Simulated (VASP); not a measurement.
# BaTiO3 (Pm-3m) in VASP: further runs

BaTiO3 is run at these levels: LDA; tasks: electric field gradients.

All numbers are computed with VASP 6.6.1; they aren't measurements. Logs are shortened: lines on timing, memory, paths and dates and some standing lists are left out, and cuts for length are marked.

## Step 1: The cell of the first run

It takes space group Pm-3m (No. 221, cubic). The conventional cell has a = 3.953 Å, b = 3.953 Å, c = 3.953 Å, α = 90.00°, β = 90.00°, γ = 90.00°. Ba (site symmetry m-3m) has 12 O at 2.80 Å and 8 Ti at 3.42 Å within 3.7 Å. Ti (site symmetry m-3m) has 6 O at 1.98 Å within 2.6 Å. Within 2.6 Å of O (site symmetry 4/mmm) lie 2 Ti at 1.98 Å.

## Step 2: Electric field gradients, LDA (volume scaled by 0.96)

Input file INCAR:

```
PREC = Accurate ; ENCUT = 520
EDIFF = 1E-8 ; ISMEAR = -1
SIGMA = 0.05 ; LREAL = False
LASPH = True ; NELM = 60
ALGO = Normal ; ISIF = 2
LWAVE = False ; LCHARG = False
GGA = CA ; LEFG = True
NBANDS = 28
```

Input file KPOINTS:

```
regular mesh
0
Gamma
  8 8 8
```

Input file POSCAR:

```
BaTiO3
1.0
    3.9531406582      0.0000000000      0.0000000000
    0.0000000000      3.9531406582      0.0000000000
    0.0000000000      0.0000000000      3.9531406582
Ba Ti O
1 1 3
Direct
    0.5000000000      0.5000000000      0.5000000000
    0.0000000000      0.0000000000      0.0000000000
    0.5000000000      0.0000000000      0.0000000000
    0.0000000000      0.5000000000      0.0000000000
    0.0000000000      0.0000000000      0.5000000000
```

Potentials or basis: VASP PAW LDA potentials, release 64 (Ba_sv, Ti_sv, O).

Run with:

```sh
> cat potpaw_LDA.64/Ba_sv/POTCAR potpaw_LDA.64/Ti_sv/POTCAR potpaw_LDA.64/O/POTCAR > POTCAR
> mpirun -np 1 vasp_std > vasp.out
```

OUTCAR:

```text
PREC = Accurate
   ENCUT = 520
   EDIFF = 1E-8
   ISMEAR = -1
   LREAL = False
   LASPH = True
   NELM = 60
   ISIF = 2
   GGA = CA

 ion  position               nearest neighbor table
   1  0.500  0.500  0.500-   3 2.80   4 2.80   5 2.80   3 2.80   4 2.80   3 2.80   5 2.80   3 2.80
                             4 2.80   5 2.80   4 2.80   5 2.80   2 3.42   2 3.42   2 3.42   2 3.42
   2  0.000  0.000  0.000-   3 1.98   4 1.98   5 1.98   5 1.98   4 1.98   3 1.98   1 3.42   1 3.42
                             1 3.42   1 3.42   1 3.42   1 3.42   1 3.42   1 3.42
   3  0.500  0.000  0.000-   2 1.98   2 1.98   1 2.80   1 2.80   1 2.80   1 2.80
   4  0.000  0.500  0.000-   2 1.98   2 1.98   1 2.80   1 2.80   1 2.80   1 2.80
   5  0.000  0.000  0.500-   2 1.98   2 1.98   1 2.80   1 2.80   1 2.80   1 2.80

  LATTYP: Found a simple cubic cell.
 ALAT       =     3.9531406582

  Lattice vectors:

 A1 = (   3.9531406582,   0.0000000000,   0.0000000000)
 A2 = (   0.0000000000,   3.9531406582,   0.0000000000)
 A3 = (   0.0000000000,   0.0000000000,   3.9531406582)

Analysis of symmetry for initial positions (statically):
=====================================================================
 Subroutine PRICEL returns:
 Original cell was already a primitive cell.

 Routine SETGRP: Setting up the symmetry group for a
 simple cubic supercell.

 Subroutine GETGRP returns: Found 48 space group operations
 (whereof 48 operations were pure point group operations)
 out of a pool of 48 trial point group operations.

The static configuration has the point symmetry O_h .

Analysis of symmetry for dynamics (positions and initial velocities):
=====================================================================
 Subroutine PRICEL returns:
 Original cell was already a primitive cell.

 Routine SETGRP: Setting up the symmetry group for a
 simple cubic supercell.

 Subroutine GETGRP returns: Found 48 space group operations
 (whereof 48 operations were pure point group operations)
 out of a pool of 48 trial point group operations.

The dynamic configuration has the point symmetry O_h .

 Subroutine INISYM returns: Found 48 space group operations
 (whereof 48 operations are pure point group operations),
 and found     1 'primitive' translations

----------------------------------------------------------------------------------------

                                     Primitive cell

  volume of cell :      61.7770

  direct lattice vectors                    reciprocal lattice vectors
     3.953140658  0.000000000  0.000000000     0.252963425  0.000000000  0.000000000
     0.000000000  3.953140658  0.000000000     0.000000000  0.252963425  0.000000000
     0.000000000  0.000000000  3.953140658     0.000000000  0.000000000  0.252963425

  length of vectors
     3.953140658  3.953140658  3.953140658     0.252963425  0.252963425  0.252963425

  position of ions in fractional coordinates (direct lattice)
     0.500000000  0.500000000  0.500000000
     0.000000000  0.000000000  0.000000000
     0.500000000  0.000000000  0.000000000
     0.000000000  0.500000000  0.000000000
     0.000000000  0.000000000  0.500000000

  ion indices of the primitive-cell ions
   primitive index   ion index
                 1           1
                 2           2
                 3           3
                 4           4
                 5           5

----------------------------------------------------------------------------------------

 KPOINTS: regular mesh

Automatic generation of k-mesh.
 Grid dimensions read from file:
 generate k-points for:    8    8    8

 Generating k-lattice:

  Cartesian coordinates                     Fractional coordinates (reciprocal lattice)
[... 44 lines left out ...]
   total plane-waves  NPLWV =  27000
   dimension x,y,z NGX =    30 NGY =   30 NGZ =   30
   dimension x,y,z NGXF=    60 NGYF=   60 NGZF=   60
   ions per type =               1   1   3
   NGX,Y,Z   is equivalent  to a cutoff of  12.62, 12.62, 12.62 a.u.
   NGXF,Y,Z  is equivalent  to a cutoff of  25.23, 25.23, 25.23 a.u.
 SYSTEM =  unknown system
   PREC   = accura    normal or accurate (medium, high low for compatibility)
   ISTART =      0    job   : 0-new  1-cont  2-samecut
   ICHARG =      2    charge: 1-file 2-atom 10-const
   ISPIN  =      1    spin polarized calculation?
   LNONCOLLINEAR =      F non collinear calculations
   LSORBIT =      F    spin-orbit coupling
   LASPH  =      T    aspherical Exc in radial PAW
   ENCUT  =  520.0 eV  38.22 Ry    6.18 a.u.   7.35  7.35  7.35*2*pi/ulx,y,z
   NELM   =     60;   NELMIN=  2; NELMDL= -5     # of ELM steps
   EDIFF  = 0.1E-07   stopping-criterion for ELM
   LREAL  =      F    real-space projection
   EDIFFG = 0.1E-06   stopping-criterion for IOM
   NSW    =      0    number of steps for IOM
   IBRION =     -1    ionic relax: 0-MD 1-quasi-New 2-CG
   NFREE  =      0    steps in history (QN), initial steepest desc. (CG)
   ISIF   =      2    stress and relaxation
   ISYM   =      2    0-nonsym 1-usesym 2-fastsym
   POTIM  = 0.5000    time-step for ionic-motion
   TEBEG  =    0.0;   TEEND  =   0.0 temperature during run
   PSTRESS=    0.0 pullay stress
   NELECT =      40.0000    total number of electrons
   NUPDOWN=      -1.0000    fix difference up-down
   EMIN   =  10.00;   EMAX   =-10.00  energy-range for DOS
   EFERMI =   0.00;   METHOD = LEGACY
   ISMEAR =    -1;   SIGMA  =   0.05  broadening in eV -4-tet -1-fermi 0-gaus
   EFERMI_NEDOS =   21; number of points for ismear=-14 and -15
   IALGO  =     38    algorithm
   IMIX   =      4    mixing-type and parameters
     AMIX     =   0.40;   BMIX     =  1.00
     AMIX_MAG =   1.60;   BMIX_MAG =  1.00
  volume/ion in A,a.u.               =      12.36        83.38
  Fermi-wavevector in a.u.,A,eV,Ry     =   1.416291  2.676402 27.291665  2.005881
  Thomas-Fermi vector in A             =   2.537641
   LORBIT       =      0    0 simple, 1 ext, 2 COOP (PROOUT), +10 PAW based schemes
   GGA     = CA    functional components
   LHFCALC =     F    Hartree Fock is set to
   AEXX    =    0.0000 exact exchange contribution
   IVDW    =     0    specifies the selected vdW correction
   LEPSILON=     F    determine dielectric tensor
   LRPA    =     F    only Hartree local field effects (RPA)
 non-spin polarized calculation
  energy-cutoff  :      520.00
  volume of cell :       61.78
 maximum number of plane-waves:      1743
 NGX is ok and might be reduce to    30
   NGX = 15   NGY = 15   NGZ = 15

 number of electron      39.9999983 magnetization

 Free energy of the ion-electron system (eV)
  ---------------------------------------------------
  ext. energy  EPLUGINS =         0.00000000
  ---------------------------------------------------
  free energy    TOTEN  =       -44.15655608 eV

  energy without entropy =      -44.15655608  energy(sigma->0) =      -44.15655608

 E-fermi :   4.7013     XC(G=0): -11.9289

 val. band max:        3.8208807863   @ k =   0.5000   0.5000   0.5000
 cond. band min:       5.5461895429   @ k =   0.0000   0.0000   0.0000
 fundamental gap:      1.7253087565
 Fermi energy:         4.7013486154

 k-point     1 :       0.0000    0.0000    0.0000
  band No.  band energies     occupation
      1     -51.9089      2.00000
      2     -28.5460      2.00000
      3     -28.5460      2.00000
      4     -28.5460      2.00000
      5     -20.7610      2.00000
      6     -12.8427      2.00000
[... 733 lines left out ...]
     27      12.1385      0.00000
     28      13.0439      0.00000

 [... further k-points ...]
[... 5 lines left out ...]
  --------------------------------------------------------------------------------------
  -------------------------------------------------------------------------------------
  Total       -0.1041520     -0.1041520     -0.1041520      0.0000000      0.0000000      0.0000000
  in kB       -2.7011667     -2.7011667     -2.7011667      0.0000000      0.0000000      0.0000000
  external PRESSURE =      -2.7011667 kB  Pullay stress =       0.0000000 kB

 VOLUME and BASIS-vectors are now :
 -----------------------------------------------------------------------------
  energy-cutoff  :      520.00
  volume of cell :       61.78
      direct lattice vectors                 reciprocal lattice vectors
     3.953140658  0.000000000  0.000000000     0.252963425  0.000000000  0.000000000
     0.000000000  3.953140658  0.000000000     0.000000000  0.252963425  0.000000000
     0.000000000  0.000000000  3.953140658     0.000000000  0.000000000  0.252963425

 POSITION                                       TOTAL-FORCE (eV/Angst)
 -----------------------------------------------------------------------------------
      1.97657      1.97657      1.97657         0.000000      0.000000      0.000000
      0.00000      0.00000      0.00000         0.000000      0.000000      0.000000
      1.97657      0.00000      0.00000         0.000000      0.000000      0.000000
      0.00000      1.97657      0.00000         0.000000      0.000000      0.000000
      0.00000      0.00000      1.97657         0.000000      0.000000      0.000000
 -----------------------------------------------------------------------------------
    total drift:                                0.000000     -0.000000      0.000000

  FREE ENERGIE OF THE ION-ELECTRON SYSTEM (eV)
  ---------------------------------------------------
  free  energy   TOTEN  =       -44.1565560787 eV

  energy  without entropy=      -44.1565560760  energy(sigma->0) =      -44.15655608

 Electric field gradients (V/A^2)
---------------------------------------------------------------------
 ion       V_xx      V_yy      V_zz      V_xy      V_xz      V_yz
---------------------------------------------------------------------
   1       0.000     0.000    -0.000     0.000     0.000     0.000
   2       0.000     0.000    -0.000     0.000     0.000    -0.000
   3      18.116    -9.058    -9.058     0.000    -0.000    -0.000
   4      -9.058    18.116    -9.058     0.000     0.000     0.000
   5      -9.058    -9.058    18.116     0.000     0.000    -0.000
---------------------------------------------------------------------

 Electric field gradients after diagonalization (V/A^2)
 (convention: |V_zz| > |V_xx| > |V_yy|)
----------------------------------------------------------------------
 ion       V_xx      V_yy      V_zz     asymmetry (V_yy - V_xx)/ V_zz
----------------------------------------------------------------------
   1       0.000     0.000    -0.000       0.242
   2       0.000     0.000    -0.000       0.220
   3      -9.058    -9.058    18.116       0.000
   4      -9.058    -9.058    18.116       0.000
   5      -9.058    -9.058    18.116       0.000
----------------------------------------------------------------------

           NMR quadrupolar parameters

 Cq : quadrupolar parameter    Cq=e*Q*V_zz/h
 eta: asymmetry parameters     (V_yy - V_xx)/ V_zz
 Q  : nuclear electric quadrupole moment in mb (millibarn)
----------------------------------------------------------------------
 ion       Cq(MHz)       eta       Q (mb)
----------------------------------------------------------------------
   1      -0.000       0.242       1.000
   2      -0.000       0.220       1.000
   3       0.044       0.000       1.000
   4       0.044       0.000       1.000
   5       0.044       0.000       1.000
----------------------------------------------------------------------
```

Run time: 45 s. Hardware: 1 thread of Intel Xeon 6975P-C, shared host; peak memory 0.19 GiB.

Results:

```yaml
Free_energy: -44.1566 eV
Pressure: -0.3 GPa
Band_gap_on_the_k_mesh: 1.73 eV, indirect (least direct gap 1.83 eV)
```

Levels at points of the mesh, in eV from the valence-band top:
```tsv
k point	band 16	band 17	band 18	band 19	band 20	band 21	band 22	band 23	band 24	band 25
(0.00, 0.00, 0.00)	-1.17	-1.17	-0.10	-0.10	-0.10	1.73	1.73	1.73	4.20	4.20
(0.50, 0.00, 0.00)	-2.03	-1.90	-1.90	-0.72	-0.72	1.91	3.65	3.65	4.21	6.32
(0.50, 0.50, 0.00)	-2.89	-1.72	-0.84	-0.84	-0.10	3.66	3.66	4.08	5.11	8.00
(0.50, 0.50, 0.50)	-2.39	-2.39	0.00	0.00	0.00	4.38	4.38	4.38	6.83	6.83
```

Electric field gradients, principal values (V/Å²):
| atom | least | middle | greatest (by size) |
| --- | --- | --- | --- |
| 1 Ba | 0.000 | 0.000 | 0.000 |
| 2 Ti | 0.000 | 0.000 | 0.000 |
| 3 O | -9.058 | -9.058 | 18.116 |
| 4 O | -9.058 | -9.058 | 18.116 |
| 5 O | -9.058 | -9.058 | 18.116 |

Caveat: without QUAD_EFG the Cq values of the log hold for a quadrupole moment of 1 mb, not for the nuclei; spin-orbit coupling is left out, which moves the levels of the heavy elements. A k mesh can miss the band edges.

## Step 3: Electric field gradients, LDA (volume scaled by 0.99)

Input file INCAR:

```
PREC = Accurate ; ENCUT = 520
EDIFF = 1E-8 ; ISMEAR = -1
SIGMA = 0.05 ; LREAL = F
LASPH = T ; NELM = 60
ALGO = Normal ; ISIF = 2
LWAVE = F ; LCHARG = F
GGA = CA ; LEFG = T
NBANDS = 28
```

KPOINTS is that of step 2.

Edit POSCAR of step 2 so:

```diff
@@ -2,5 +2,5 @@
 1.0
-    3.9531406582      0.0000000000      0.0000000000
-    0.0000000000      3.9531406582      0.0000000000
-    0.0000000000      0.0000000000      3.9531406582
+    3.9938975588      0.0000000000      0.0000000000
+    0.0000000000      3.9938975588      0.0000000000
+    0.0000000000      0.0000000000      3.9938975588
 Ba Ti O
```

Potentials or basis: VASP PAW LDA potentials, release 64 (Ba_sv, Ti_sv, O).

Run with:

```sh
> cat potpaw_LDA.64/Ba_sv/POTCAR potpaw_LDA.64/Ti_sv/POTCAR potpaw_LDA.64/O/POTCAR > POTCAR
> mpirun -np 1 vasp_std > vasp.out
```

OUTCAR:

```text
PREC = Accurate
   ENCUT = 520
   EDIFF = 1E-8
   ISMEAR = -1
   LREAL = F
   LASPH = T
   NELM = 60
   ISIF = 2
   GGA = CA

 ion  position               nearest neighbor table
   1  0.500  0.500  0.500-   3 2.82   4 2.82   5 2.82   3 2.82   4 2.82   3 2.82   5 2.82   3 2.82
                             4 2.82   5 2.82   4 2.82   5 2.82   2 3.46   2 3.46   2 3.46   2 3.46
   2  0.000  0.000  0.000-   3 2.00   4 2.00   5 2.00   5 2.00   4 2.00   3 2.00   1 3.46   1 3.46
                             1 3.46   1 3.46   1 3.46   1 3.46   1 3.46   1 3.46
   3  0.500  0.000  0.000-   2 2.00   2 2.00   1 2.82   1 2.82   1 2.82   1 2.82
   4  0.000  0.500  0.000-   2 2.00   2 2.00   1 2.82   1 2.82   1 2.82   1 2.82
   5  0.000  0.000  0.500-   2 2.00   2 2.00   1 2.82   1 2.82   1 2.82   1 2.82

  LATTYP: Found a simple cubic cell.
 ALAT       =     3.9938975588

  Lattice vectors:

[... 978 lines left out ...]
   3      20.841   -10.420   -10.420    -0.000     0.000    -0.000
   4     -10.420    20.841   -10.420    -0.000     0.000    -0.000
   5     -10.420   -10.420    20.841     0.000     0.000     0.000
---------------------------------------------------------------------

 Electric field gradients after diagonalization (V/A^2)
 (convention: |V_zz| > |V_xx| > |V_yy|)
----------------------------------------------------------------------
 ion       V_xx      V_yy      V_zz     asymmetry (V_yy - V_xx)/ V_zz
----------------------------------------------------------------------
   1      -0.000    -0.000    -0.000      -0.176
   2       0.000    -0.000    -0.000       0.528
   3     -10.420   -10.420    20.841       0.000
   4     -10.420   -10.420    20.841       0.000
   5     -10.420   -10.420    20.841       0.000
----------------------------------------------------------------------

           NMR quadrupolar parameters

 Cq : quadrupolar parameter    Cq=e*Q*V_zz/h
 eta: asymmetry parameters     (V_yy - V_xx)/ V_zz
 Q  : nuclear electric quadrupole moment in mb (millibarn)
----------------------------------------------------------------------
 ion       Cq(MHz)       eta       Q (mb)
----------------------------------------------------------------------
   1      -0.000      -0.176       1.000
   2      -0.000       0.528       1.000
   3       0.050       0.000       1.000
   4       0.050       0.000       1.000
   5       0.050       0.000       1.000
----------------------------------------------------------------------
```

stdout:

```text
POSCAR found type information on POSCAR BaTiO
 POSCAR found :  3 types and       5 ions
 scaLAPACK will be used
 LDA part: xc-table for (Slater(with rela. corr.)+CA(PZ))
 , standard interpolation
 POSCAR, INCAR and KPOINTS ok, starting setup
 FFT: planning ... GRIDC
 FFT: planning ... GRID_SOFT
 FFT: planning ... GRID
 WAVECAR not read
 entering main loop
ion   1

ion   2

ion   3

ion   4

ion   5
```

Wall time 51 s (1 thread of Intel Xeon 6975P-C, shared host); peak memory 0.19 GiB.

Results:

```yaml
Free_energy: -44.1212 eV
Pressure: -5.8 GPa
Band_gap_on_the_k_mesh: 1.67 eV, indirect (least direct gap 1.80 eV)
```

Electric field gradients, principal values (V/Å²):
```tsv
atom	least	middle	greatest (by size)
1 Ba	0.000	0.000	0.000
2 Ti	0.000	0.000	0.000
3 O	-10.420	-10.420	20.841
4 O	-10.420	-10.420	20.841
5 O	-10.420	-10.420	20.841
```

Caveat: without QUAD_EFG the Cq values of the log hold for a quadrupole moment of 1 mb, not for the nuclei; spin-orbit coupling is left out, which moves the levels of the heavy elements. A k mesh can miss the band edges.

[end of part 1 of 3]
